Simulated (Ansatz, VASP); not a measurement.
# Al13V3: VASP beside Ansatz

```
Al V
1.0
    -3.95979    3.95986   -3.94712
     3.94647    3.96032    3.96089
     3.97351   -3.97364   -3.97459
Al V
13 3
Direct
  0.25377 0.01169 0.74798
  0.00665 0.25221 0.75367
  0.48597 0.99183 0.49331
  0.73744 0.49534 0.75292
  0.49687 0.74243 0.74716
  0.00921 0.49528 0.49429
  0.75722 0.99184 0.25042
  0.49692 0.25223 0.25046
  0.73748 0.73982 0.48530
  0.00927 0.01167 0.01562
  0.00015 0.74897 0.25045
  0.75722 0.26314 0.00751
  0.25363 0.73981 0.00641
  0.25548 0.25957 0.50576
  0.25549 0.49364 0.25038
  0.48948 0.49368 0.99518
```

Alike in both runs: functional PBE; k mesh 4 × 4 × 4; occupations gaussian, width 0.1 eV; no spin polarisation.

Ansatz relaxed the structure, and its values are those at the end. VASP's run is a single point on that final structure, the one shown.

|  | VASP | Ansatz |
| --- | --- | --- |
| version | VASP 6.6.1 | Ansatz 0.2.0 |
| potentials or method | VASP PAW PBE potentials, release 64 (Al, V_sv), cutoff 520 eV | scalar-relativistic, plane waves, PAW |
| valence electrons in the cell | 78 | 78 |

Ansatz gave:

```
gap on the k mesh at the Fermi level (eV) : none
pressure (GPa)                            : -0.1
rms of the force components (eV/Å)        : 0.004
```

Problem. Estimate VASP's values.

Solution. gap on the k mesh at the Fermi level (eV): none; pressure (GPa): -0.1; rms of the force components (eV/Å): 0.006.

A gap of «none» marks a metal or a gap that the smearing closes.
